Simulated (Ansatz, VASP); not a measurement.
# Two plane-wave programs on Pt

INCAR

```
PREC = Accurate
ENCUT = 520
EDIFF = 1E-7
ISMEAR = 1
SIGMA = 0.3
LREAL = F
LASPH = T
NELM = 60
ALGO = Normal
ISIF = 2
LWAVE = F
LCHARG = F
GGA = CA
NBANDS = 11
```

File KPOINTS:

```
regular mesh
0
Gamma
  14 14 14
```

POSCAR

```
Pt
1.0
    0.0000000000      1.9474302061      1.9474302061
    1.9474302061      0.0000000000      1.9474302061
    1.9474302061      1.9474302061      0.0000000000
Pt
1
Direct
    0.0000000000      0.0000000000      0.0000000000
```

Input for Ansatz:

```yaml
crystal:
  lattice:
    - [0.0, 1.9474302061, 1.9474302061]
    - [1.9474302061, 0.0, 1.9474302061]
    - [1.9474302061, 1.9474302061, 0.0]
  atoms:
    - { symbol: Pt, position: [0.0, 0.0, 0.0] }
hamiltonian:
  xc: lda
  pseudopotentials:
    kind: paw
    azcp:
      Pt: "pseudopotentials/Pt.paw.azcp"
basis:
  ecutwfc: 420
  fft_grid_basis: typed
kpoints:
  mp_grid: { grid: [14, 14, 14], shift: [0, 0, 0] }
magnetization:
  spin_polarized: false
scf:
  occupations: { method: cold, width: 0.3 }
  lower_state_search: "off"
output:
  stress: true
  write_density: true
  write_potential: true
  elf: true
  volumetric_format: npy
```

Alike in both runs: task single point; functional LDA; k mesh 14 × 14 × 14; no spin polarisation.

```csv
,VASP,Ansatz
version,VASP 6.6.1,Ansatz 0.2.0
potentials or method,"VASP PAW LDA potentials, release 64 (Pt), cutoff 520 eV","plane waves (420 eV) with PAW, scalar-relativistic"
occupations,"methfessel-paxton of order 1, width 0.3 eV","cold, width 0.3 eV"
valence electrons in the cell,10,18
```

Ansatz gave:

```
pressure (GPa) : -0.3
```

Q: What did VASP give for the same quantities?

A: Pressure (GPa): 0.4.

Ansatz warns that its potentials were made for another functional, while VASP's fit it. LDA's correlation is that of Perdew and Zunger in VASP and of Perdew and Wang (1992) in Ansatz. VASP's potentials hold 10 valence electrons a cell and Ansatz's 18, so a difference there can come from the potentials and not from the codes.

Spin-orbit coupling is off throughout.
